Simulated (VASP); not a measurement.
# WSe2 (P6_3/mmc) in VASP: further runs, part 2 of 2

VASP 6.6.1. Earlier steps stand in the parts before.

## 3. Relaxation of shape and atoms at fixed volume, PBE (22.83 Å³/atom)

This run uses another cell than the first one, of 22.83 Å³/atom.

INCAR

```
SYSTEM = WSe2
PREC = Accurate
ENCUT = 600
EDIFF = 1E-6
ISMEAR = 0
SIGMA = 0.02
LREAL = .FALSE.
LASPH = .TRUE.
NELM = 100
ALGO = Normal
ISIF = 4
LWAVE = .FALSE.
LCHARG = .FALSE.
GGA = PE
IBRION = 2
NSW = 50
EDIFFG = -0.01
```

KPOINTS

```
Automatic mesh
0
G
  12 12 2
  0 0 0
```

POSCAR

```
WSe2
1.0
    3.2838134683      0.0000000000      0.0000000000
   -1.6419067341      2.8438658848      0.0000000000
    0.0000000000      0.0000000000     14.6659724035
W Se
2 4
Direct
    0.3333333333      0.6666666667      0.2500000000
    0.6666666667      0.3333333333      0.7500000000
    0.3333333333      0.6666666667      0.6367384743
    0.6666666667      0.3333333333      0.1367384743
    0.3333333333      0.6666666667      0.8632615257
    0.6666666667      0.3333333333      0.3632615257
```

Potentials or basis: VASP PAW PBE potentials, release 64 (W_sv, Se).

The run is started by

```console
cat potpaw_PBE.64/W_sv/POTCAR potpaw_PBE.64/Se/POTCAR > POTCAR
mpirun -np 1 vasp_std > vasp.out
```

OUTCAR:

```text
SYSTEM = WSe2
   PREC = Accurate
   ENCUT = 600
   EDIFF = 1E-6
   ISMEAR = 0
   LREAL = .FALSE.
   LASPH = .TRUE.
   NELM = 100
   ISIF = 4
   GGA = PE
   IBRION = 2
   NSW = 50
   EDIFFG = -0.01

 ion  position               nearest neighbor table
   1  0.333  0.667  0.250-   4 2.52   6 2.52   4 2.52   6 2.52   4 2.52   6 2.52
   2  0.667  0.333  0.750-   3 2.52   5 2.52   3 2.52   5 2.52   3 2.52   5 2.52
   3  0.333  0.667  0.637-   2 2.52   2 2.52   2 2.52
   4  0.667  0.333  0.137-   1 2.52   1 2.52   1 2.52
   5  0.333  0.667  0.863-   2 2.52   2 2.52   2 2.52
   6  0.667  0.333  0.363-   1 2.52   1 2.52   1 2.52

  LATTYP: Found a hexagonal cell.
 ALAT       =     3.2838134683
 C/A-ratio  =     4.4661405238

  Lattice vectors:

 A1 = (   3.2838134683,   0.0000000000,   0.0000000000)
 A2 = (  -1.6419067341,   2.8438658848,   0.0000000000)
 A3 = (   0.0000000000,   0.0000000000,  14.6659724035)

Analysis of symmetry for initial positions (statically):
=====================================================================
 Subroutine PRICEL returns:
 Original cell was already a primitive cell.

 Routine SETGRP: Setting up the symmetry group for a
 hexagonal supercell.

 Subroutine GETGRP returns: Found 24 space group operations
 (whereof 12 operations were pure point group operations)
 out of a pool of 24 trial point group operations.

The static configuration has the point symmetry D_3d.
 The point group associated with its full space group is D_6h.

Analysis of symmetry for dynamics (positions and initial velocities):
=====================================================================
 Subroutine PRICEL returns:
 Original cell was already a primitive cell.

 Routine SETGRP: Setting up the symmetry group for a
 hexagonal supercell.

 Subroutine GETGRP returns: Found 24 space group operations
 (whereof 12 operations were pure point group operations)
 out of a pool of 24 trial point group operations.

The dynamic configuration has the point symmetry D_3d.
 The point group associated with its full space group is D_6h.

 Subroutine INISYM returns: Found 24 space group operations
 (whereof 12 operations are pure point group operations),
 and found     1 'primitive' translations

----------------------------------------------------------------------------------------

                                     Primitive cell

  volume of cell :     136.9615

  direct lattice vectors                    reciprocal lattice vectors
     3.283813468  0.000000000  0.000000000     0.304523996  0.175817011  0.000000000
    -1.641906734  2.843865885  0.000000000     0.000000000  0.351634022  0.000000000
     0.000000000  0.000000000 14.665972403     0.000000000  0.000000000  0.068185046

  length of vectors
     3.283813468  3.283813468 14.665972403     0.351634022  0.351634022  0.068185046

  position of ions in fractional coordinates (direct lattice)
     0.333333333  0.666666667  0.250000000
     0.666666667  0.333333333  0.750000000
     0.333333333  0.666666667  0.636738474
     0.666666667  0.333333333  0.136738474
     0.333333333  0.666666667  0.863261526
     0.666666667  0.333333333  0.363261526

  ion indices of the primitive-cell ions
   primitive index   ion index
                 1           1
                 2           2
                 3           3
[... 58 lines left out ...]
   number of dos      NEDOS =    301   number of ions     NIONS =      6
   total plane-waves  NPLWV =  94080
   dimension x,y,z NGX =    28 NGY =   28 NGZ =  120
   dimension x,y,z NGXF=    56 NGYF=   56 NGZF=  240
   ions per type =               2   4
   NGX,Y,Z   is equivalent  to a cutoff of  14.18, 14.18, 13.60 a.u.
   NGXF,Y,Z  is equivalent  to a cutoff of  28.35, 28.35, 27.21 a.u.
 SYSTEM =  WSe2
   PREC   = accura    normal or accurate (medium, high low for compatibility)
   ISTART =      0    job   : 0-new  1-cont  2-samecut
   ICHARG =      2    charge: 1-file 2-atom 10-const
   ISPIN  =      1    spin polarized calculation?
   LNONCOLLINEAR =      F non collinear calculations
   LSORBIT =      F    spin-orbit coupling
   LASPH  =      T    aspherical Exc in radial PAW
   ENCUT  =  600.0 eV  44.10 Ry    6.64 a.u.   6.56  6.56 29.29*2*pi/ulx,y,z
   NELM   =    100;   NELMIN=  2; NELMDL= -5     # of ELM steps
   EDIFF  = 0.1E-05   stopping-criterion for ELM
   LREAL  =      F    real-space projection
   EDIFFG = -.1E-01   stopping-criterion for IOM
   NSW    =     50    number of steps for IOM
   IBRION =      2    ionic relax: 0-MD 1-quasi-New 2-CG
   NFREE  =      1    steps in history (QN), initial steepest desc. (CG)
   ISIF   =      4    stress and relaxation
   ISYM   =      2    0-nonsym 1-usesym 2-fastsym
   POTIM  = 0.5000    time-step for ionic-motion
   TEBEG  =    0.0;   TEEND  =   0.0 temperature during run
   PSTRESS=    0.0 pullay stress
   NELECT =      52.0000    total number of electrons
   NUPDOWN=      -1.0000    fix difference up-down
   EMIN   =  10.00;   EMAX   =-10.00  energy-range for DOS
   EFERMI =   0.00;   METHOD = LEGACY
   ISMEAR =     0;   SIGMA  =   0.02  broadening in eV -4-tet -1-fermi 0-gaus
   EFERMI_NEDOS =   21; number of points for ismear=-14 and -15
   IALGO  =     38    algorithm
   IMIX   =      4    mixing-type and parameters
     AMIX     =   0.40;   BMIX     =  1.00
     AMIX_MAG =   1.60;   BMIX_MAG =  1.00
  volume/ion in A,a.u.               =      22.83       154.04
  Fermi-wavevector in a.u.,A,eV,Ry     =   1.185431  2.240141 19.119557  1.405248
  Thomas-Fermi vector in A             =   2.321625
   LORBIT       =      0    0 simple, 1 ext, 2 COOP (PROOUT), +10 PAW based schemes
   GGA     = PE    functional components
   LHFCALC =     F    Hartree Fock is set to
   AEXX    =    0.0000 exact exchange contribution
   IVDW    =     0    specifies the selected vdW correction
   LEPSILON=     F    determine dielectric tensor
   LRPA    =     F    only Hartree local field effects (RPA)
 conjugate gradient relaxation of ions
 non-spin polarized calculation
 Gauss-broadening in eV      SIGMA  =   0.02
  energy-cutoff  :      600.00
  volume of cell :      136.96
 maximum number of plane-waves:      4654
 NGX is ok and might be reduce to    28
   NGX = 13   NGY = 13   NGZ = 59

--------------------------------------- Ionic step        1  -------------------------------------------

 number of electron      52.0000002 magnetization

 Free energy of the ion-electron system (eV)
  ---------------------------------------------------
  ext. energy  EPLUGINS =         0.00000000
  ---------------------------------------------------
  free energy    TOTEN  =       -43.19173696 eV

  energy without entropy =      -43.19173696  energy(sigma->0) =      -43.19173696

------------------------ aborting loop because EDIFF is reached ----------------------------------------

  FORCE on cell =-STRESS in cart. coord.  units (eV):
  Direction    XX          YY          ZZ          XY          YZ          ZX
  --------------------------------------------------------------------------------------
  -------------------------------------------------------------------------------------
  Total        3.5633952      3.5633952      4.0576499      0.0000000      0.0000000     -0.0000000
  in kB       41.6846456     41.6846456     47.4664443      0.0000000      0.0000000     -0.0000000
  external PRESSURE =      43.6119119 kB  Pullay stress =       0.0000000 kB
[... 267 lines left out ...]
--------------------------------------- Ionic step        8  -------------------------------------------

 number of electron      51.9999996 magnetization

 Free energy of the ion-electron system (eV)
  ---------------------------------------------------
  ext. energy  EPLUGINS =         0.00000000
  ---------------------------------------------------
  free energy    TOTEN  =       -43.25182537 eV

  energy without entropy =      -43.25182537  energy(sigma->0) =      -43.25182537

 E-fermi :   4.9532     XC(G=0):  -9.9621

 val. band max:        4.7656279387   @ k =   0.3333   0.3333   0.0000
 cond. band min:       6.1316183845   @ k =   0.1667   0.1667   0.0000
 fundamental gap:      1.3659904458
 Fermi energy:         4.9531537997

 k-point     1 :       0.0000    0.0000    0.0000
  band No.  band energies     occupation
      1     -69.3590      2.00000
      2     -69.3590      2.00000
      3     -33.5784      2.00000
      4     -33.5784      2.00000
      5     -33.4742      2.00000
      6     -33.4742      2.00000
[... 805 lines left out ...]
     30       6.9661      0.00000
     31       7.9880      0.00000

 [... further k-points ...]

------------------------ aborting loop because EDIFF is reached ----------------------------------------

  FORCE on cell =-STRESS in cart. coord.  units (eV):
  Direction    XX          YY          ZZ          XY          YZ          ZX
  --------------------------------------------------------------------------------------
  -------------------------------------------------------------------------------------
  Total        0.2327008      0.2327008      0.1540662      0.0000000     -0.0000000      0.0000000
  in kB        2.7221367      2.7221367      1.8022679      0.0000000     -0.0000000      0.0000000
  external PRESSURE =       2.4155138 kB  Pullay stress =       0.0000000 kB
[... 21 lines left out ...]
  FREE ENERGIE OF THE ION-ELECTRON SYSTEM (eV)
  ---------------------------------------------------
  free  energy   TOTEN  =       -43.2518253705 eV

  energy  without entropy=      -43.2518253705  energy(sigma->0) =      -43.25182537

 reached required accuracy - stopping structural energy minimisation
```

It took 15 min on 1 thread of AMD EPYC 7R13 (Zen 3), shared host; peak memory 0.38 GiB.

What came out:

```yaml
Free_energy: -43.2518 eV
Energy_gained_by_relaxing: 10.0 meV/atom
Ionic_steps: 8
Pressure_after_relaxing: 0.2 GPa
Largest_force_after_relaxing: 0.007 eV/Å
Band_gap_on_the_k_mesh: 1.37 eV (least direct gap 1.52 eV)
```

Forces in eV/Å, atoms in the order of the input:
```
W    0.000  0.000  0.000
W    0.000  0.000  0.000
Se   0.000  0.000  0.007
Se   0.000  0.000  0.007
Se   0.000  0.000 -0.007
Se   0.000  0.000 -0.007
```

Stress tensor (GPa, compression positive):
```
0.27 0.00 0.00
0.00 0.27 0.00
0.00 0.00 0.18
```

The path:
```csv
step,energy change (eV),largest force (eV/Å),pressure (GPa),volume (Å³)
1,0.0000,0.5956,4.36,136.96
2,-0.0334,0.0312,1.98,136.96
3,-0.0335,0.0460,2.03,136.96
4,-0.0508,0.0324,1.32,136.96
5,-0.0568,0.0058,-0.28,136.96
6,-0.0601,0.0177,0.32,136.96
7,-0.0601,0.0188,0.34,136.96
8,-0.0601,0.0073,0.24,136.96
```

Final structure:
```xyz
6
Lattice="3.3191 0.0000 0.0000 -1.6595 2.8744 0.0000 0.0000 0.0000 14.3561" Properties=species:S:1:pos:R:3 pbc="T T T"
W     0.0000    1.9163    3.5890
W     1.6595    0.9581   10.7671
Se    0.0000    1.9163    9.0857
Se    1.6595    0.9581    1.9076
Se    0.0000    1.9163   12.4484
Se    1.6595    0.9581    5.2704
```

Levels at points of the mesh, in eV from the valence-band top:
| k point | band 23 | band 24 | band 25 | band 26 | band 27 | band 28 | band 29 | band 30 |
| --- | --- | --- | --- | --- | --- | --- | --- | --- |
| (0.00, 0.00, 0.00) | -1.26 | -1.26 | -0.67 | -0.01 | 2.85 | 2.85 | 2.86 | 2.86 |
| (0.50, 0.00, 0.00) | -1.05 | -1.01 | -1.01 | -0.95 | 2.31 | 2.32 | 2.59 | 2.74 |
| (0.00, 0.00, 0.50) | -1.26 | -1.26 | -0.23 | -0.23 | 2.85 | 2.85 | 2.85 | 2.85 |
| (0.50, 0.00, 0.50) | -1.03 | -1.03 | -0.98 | -0.98 | 2.31 | 2.31 | 2.67 | 2.67 |

Caveat: spin-orbit coupling is left out, which moves the levels of the heavy elements; this functional lacks dispersion, which binds layers or chains, so the pressure and a relaxed spacing across them are unreliable. A k mesh can miss the band edges.
